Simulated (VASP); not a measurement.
# WSe2 (P-3m1) in VASP: single point with PBE-based screened hybrid with 20 % exact exchange

Aim: the single point of WSe2 with PBE-based screened hybrid with 20 % exact exchange.

Program: VASP 6.6.1. These are calculated values, not measurements. Logs are shortened: lines on timing, memory, paths and dates and some standing lists are left out, and cuts for length are marked.

### 1 The cell of the first run

The structure is trigonal, space group P-3m1 (No. 164). The conventional cell has a = 3.315 Å, b = 3.315 Å, c = 6.519 Å, α = 90.00°, β = 90.00°, γ = 120.00°. Within 3.4 Å of W (site symmetry -3m) lie 6 Se at 2.54 Å and 6 W at 3.32 Å. Se (site symmetry 3m) has 3 W at 2.54 Å and 6 Se at 3.32 Å within 3.4 Å.

### 2 Single point, PBE-based screened hybrid with 20 % exact exchange

POSCAR

```
WSe2
1.0
    3.3153441874      0.0000000000      0.0000000000
   -1.6576720937      2.8711722886      0.0000000000
    0.0000000000      0.0000000000      6.5191986732
W Se
1 2
Direct
    0.0000000000      0.0000000000      0.0000000000
    0.3333333333      0.6666666667      0.2571683820
    0.6666666667      0.3333333333      0.7428316180
```

INCAR.step1

```
SYSTEM = WSe2
PREC = Accurate
ENCUT = 400
EDIFF = 1E-5
ISMEAR = -1
SIGMA = 0.02
LREAL = .False.
LASPH = .True.
NELM = 120
ALGO = Normal
ISIF = 2
LWAVE = .True.
LCHARG = .False.
GGA = PE
NBANDS = 20
GGA_COMPAT = .False.
```

INCAR.step2

```
SYSTEM = WSe2
PREC = Accurate
ENCUT = 400
EDIFF = 1E-6
ISMEAR = -1
SIGMA = 0.02
LREAL = .False.
LASPH = .True.
NELM = 120
ALGO = Normal
ISIF = 2
LWAVE = .False.
LCHARG = .False.
GGA = PE
LHFCALC = .True.
AEXX = 0.2
HFSCREEN = 0.1
PRECFOCK = Normal
ISTART = 1
NBANDS = 20
GGA_COMPAT = .False.
```

KPOINTS

```
regular mesh
0
Gamma
  6 6 2
  0 0 0
```

Potentials or basis: VASP PAW PBE potentials, release 64 (W_sv, Se).

Launch:

```bash
$ cat potpaw_PBE.64/W_sv/POTCAR potpaw_PBE.64/Se/POTCAR > POTCAR
$ cp INCAR.step1 INCAR
$ mpirun -np 1 vasp_std > vasp.out
$ cp INCAR.step2 INCAR
$ mpirun -np 1 vasp_std > vasp.out
```

OUTCAR:

```text
SYSTEM = WSe2
   PREC = Accurate
   ENCUT = 400
   EDIFF = 1E-6
   ISMEAR = -1
   LREAL = .False.
   LASPH = .True.
   NELM = 120
   ISIF = 2
   GGA = PE
   LHFCALC = .True.
   AEXX = 0.2
   HFSCREEN = 0.1
   PRECFOCK = Normal
   ISTART = 1

 ion  position               nearest neighbor table
   1  0.000  0.000  0.000-   2 2.54   3 2.54   3 2.54   2 2.54   3 2.54   2 2.54
   2  0.333  0.667  0.257-   1 2.54   1 2.54   1 2.54
   3  0.667  0.333  0.743-   1 2.54   1 2.54   1 2.54

  LATTYP: Found a hexagonal cell.
 ALAT       =     3.3153441874
 C/A-ratio  =     1.9663716057

  Lattice vectors:

 A1 = (   3.3153441874,   0.0000000000,   0.0000000000)
 A2 = (  -1.6576720937,   2.8711722886,   0.0000000000)
 A3 = (   0.0000000000,   0.0000000000,   6.5191986732)

Analysis of symmetry for initial positions (statically):
=====================================================================
 Subroutine PRICEL returns:
 Original cell was already a primitive cell.

 Routine SETGRP: Setting up the symmetry group for a
 hexagonal supercell.

 Subroutine GETGRP returns: Found 12 space group operations
 (whereof 12 operations were pure point group operations)
 out of a pool of 24 trial point group operations.

The static configuration has the point symmetry D_3d.

Analysis of symmetry for dynamics (positions and initial velocities):
=====================================================================
 Subroutine PRICEL returns:
 Original cell was already a primitive cell.

 Routine SETGRP: Setting up the symmetry group for a
 hexagonal supercell.

 Subroutine GETGRP returns: Found 12 space group operations
 (whereof 12 operations were pure point group operations)
 out of a pool of 24 trial point group operations.

The dynamic configuration has the point symmetry D_3d.

 Subroutine INISYM returns: Found 12 space group operations
 (whereof 12 operations are pure point group operations),
 and found     1 'primitive' translations

----------------------------------------------------------------------------------------

                                     Primitive cell

  volume of cell :      62.0558
[... 80 lines left out ...]
   EDIFF  = 0.1E-05   stopping-criterion for ELM
   LREAL  =      F    real-space projection
   EDIFFG = 0.1E-04   stopping-criterion for IOM
   NSW    =      0    number of steps for IOM
   IBRION =     -1    ionic relax: 0-MD 1-quasi-New 2-CG
   NFREE  =      0    steps in history (QN), initial steepest desc. (CG)
   ISIF   =      2    stress and relaxation
   ISYM   =      3    0-nonsym 1-usesym 2-fastsym
   POTIM  = 0.5000    time-step for ionic-motion
   TEBEG  =    0.0;   TEEND  =   0.0 temperature during run
   PSTRESS=    0.0 pullay stress
   NELECT =      26.0000    total number of electrons
   NUPDOWN=      -1.0000    fix difference up-down
   EMIN   =  10.00;   EMAX   =-10.00  energy-range for DOS
   EFERMI =   0.00;   METHOD = LEGACY
   ISMEAR =    -1;   SIGMA  =   0.02  broadening in eV -4-tet -1-fermi 0-gaus
   EFERMI_NEDOS =   21; number of points for ismear=-14 and -15
   IALGO  =     38    algorithm
   IMIX   =      1    mixing-type and parameters
     AMIX     =   0.40;   BMIX     =  1.00
     AMIX_MAG =   1.60;   BMIX_MAG =  1.00
  volume/ion in A,a.u.               =      20.69       139.59
  Fermi-wavevector in a.u.,A,eV,Ry     =   1.225007  2.314928 20.417477  1.500642
  Thomas-Fermi vector in A             =   2.360061
   LORBIT       =      0    0 simple, 1 ext, 2 COOP (PROOUT), +10 PAW based schemes
   GGA     = PE    functional components
   LHFCALC =     T    Hartree Fock is set to
   PRECFOCK=normal    Normal, Fast or Accurate (Low or Medium for compatibility)
   ENCUT4O =  -1.0   cutoff for four orbital integrals eV
   NKREDX  =     1    reduce k-point grid by
   NKREDY  =     1    reduce k-point grid by
   NKREDZ  =     1    reduce k-point grid by
   AEXX    =    0.2000 exact exchange contribution
   HFSCREEN=    0.1000 screening length (either q_TF or 0.3 A-1)
   HFSCREENC=   0.1000 screening length for correlation (either q_TF or 0.3 A-1)
   ENCUTFOCK=  -1.0 apply spherical cutoff to Coloumb kernel
   IVDW    =     0    specifies the selected vdW correction
   LEPSILON=     F    determine dielectric tensor
   LRPA    =     F    only Hartree local field effects (RPA)
 non-spin polarized calculation
  energy-cutoff  :      400.00
  volume of cell :       62.06
 maximum number of plane-waves:      1162
 NGX is ok and might be reduce to    24
  NGX = 18; NGY = 18; NGZ = 36

 number of electron      25.9999998 magnetization

 Free energy of the ion-electron system (eV)
  ---------------------------------------------------
  ext. energy  EPLUGINS =         0.00000000
  ---------------------------------------------------
  free energy    TOTEN  =       -24.86257079 eV

  energy without entropy =      -24.86027150  energy(sigma->0) =      -24.86142114

 E-fermi :   6.4879     XC(G=0):  -9.0094

 val. band max:        6.2811778021   @ k =   0.0000   0.0000   0.5000
 cond. band min:       6.5031076060   @ k =   0.1667   0.1667   0.5000
 fundamental gap:      0.2219298038
 Fermi energy:         6.4878799501

 k-point     1 :       0.0000    0.0000    0.0000
  band No.  band energies     occupation
      1     -72.0526      2.00000
      2     -35.0280      2.00000
      3     -35.0280      2.00000
      4     -35.0105      2.00000
      5     -10.7872      2.00000
      6      -9.1711      2.00000
[... 311 lines left out ...]
     19      13.9104      0.00000
     20      14.1215      0.00000

------------------------ aborting loop because EDIFF is reached ----------------------------------------

  FORCE on cell =-STRESS in cart. coord.  units (eV):
  Direction    XX          YY          ZZ          XY          YZ          ZX
  --------------------------------------------------------------------------------------
  -------------------------------------------------------------------------------------
  Total       -0.4316717     -0.4316717      0.2814141      0.0000000      0.0000000     -0.0000000
  in kB      -11.1450517    -11.1450517      7.2656484      0.0000000      0.0000000     -0.0000000
  external PRESSURE =      -5.0081517 kB  Pullay stress =       0.0000000 kB

 VOLUME and BASIS-vectors are now :
 -----------------------------------------------------------------------------
  energy-cutoff  :      400.00
  volume of cell :       62.06
      direct lattice vectors                 reciprocal lattice vectors
     3.315344187  0.000000000  0.000000000     0.301627808  0.174144896  0.000000000
    -1.657672094  2.871172289  0.000000000     0.000000000  0.348289792  0.000000000
     0.000000000  0.000000000  6.519198673     0.000000000  0.000000000  0.153393086

 POSITION                                       TOTAL-FORCE (eV/Angst)
 -----------------------------------------------------------------------------------
      0.00000      0.00000      0.00000        -0.000000      0.000000      0.000000
     -0.00000      1.91411      1.67653        -0.000000      0.000000     -0.175491
      1.65767      0.95706      4.84267         0.000000      0.000000      0.175491
 -----------------------------------------------------------------------------------
    total drift:                                0.000000     -0.000000      0.000000

  FREE ENERGIE OF THE ION-ELECTRON SYSTEM (eV)
  ---------------------------------------------------
  free  energy   TOTEN  =       -24.8625707921 eV

  energy  without entropy=      -24.8602714977  energy(sigma->0) =      -24.86142114
```

OSZICAR.step1:

```text
N       E                     dE             d eps       ncg     rms          rms(c)
DAV:   1     0.172582888430E+03    0.17258E+03   -0.10848E+04   560   0.105E+03
DAV:   2    -0.134136114708E+02   -0.18600E+03   -0.18082E+03   684   0.298E+02
DAV:   3    -0.217347843694E+02   -0.83212E+01   -0.81759E+01   700   0.599E+01
DAV:   4    -0.218296639364E+02   -0.94880E-01   -0.94803E-01   640   0.670E+00
DAV:   5    -0.218306357885E+02   -0.97185E-03   -0.97176E-03   684   0.755E-01    0.199E+01
DAV:   6    -0.210791466402E+02    0.75149E+00   -0.64904E+00   600   0.149E+01    0.712E+00
DAV:   7    -0.209025489595E+02    0.17660E+00   -0.23169E+00   600   0.739E+00    0.485E+00
DAV:   8    -0.208190462411E+02    0.83503E-01   -0.40626E-01   616   0.380E+00    0.717E-01
DAV:   9    -0.208190490278E+02   -0.27867E-05   -0.14762E-02   620   0.765E-01    0.271E-01
DAV:  10    -0.208190028898E+02    0.46138E-04   -0.19209E-03   636   0.313E-01    0.401E-02
DAV:  11    -0.208190237944E+02   -0.20905E-04   -0.45802E-04   660   0.140E-01    0.824E-02
DAV:  12    -0.208190202723E+02    0.35221E-05   -0.29966E-05   516   0.364E-02
   1 F= -.20819020E+02 E0= -.20817403E+02  d E =-.323367E-02
```

Run time: 34 min. Hardware: 1 thread of AMD EPYC 7R43 (Zen 3), shared host; peak memory 0.25 GiB.

Results:

| Quantity | Value |
| --- | --- |
| Free energy | -24.8626 eV |
| Pressure | -0.5 GPa |
| Largest force | 0.175 eV/Å |
| Band gap on the k mesh | zero (bands 13 and 14 overlap by 1.15 eV) |

Forces in eV/Å, atoms in the order of the input:
```
W    0.000  0.000  0.000
Se   0.000  0.000 -0.175
Se   0.000  0.000  0.175
```

Levels at points of the mesh, in eV from the Fermi level:
```tsv
k point	band 10	band 11	band 12	band 13	band 14	band 15	band 16	band 17
(0.00, 0.00, 0.00)	-2.43	-1.94	-1.03	-1.03	0.06	0.06	3.86	3.86
(0.50, 0.00, 0.00)	-4.54	-4.41	-2.52	-2.25	1.73	2.26	3.45	4.42
(0.00, 0.00, 0.50)	-4.25	-1.06	-1.06	-0.69	-0.21	-0.21	4.17	4.17
(0.50, 0.00, 0.50)	-4.65	-3.26	-2.99	-1.98	1.73	2.43	3.82	4.01
```

Caveat: the k points lie up to 0.48 Å⁻¹ apart, too coarse for converged energies and pressures of a metal; the PAW data sets were made with another functional, which shifts forces and pressure a little; spin-orbit coupling is left out, which moves the levels of the heavy elements.
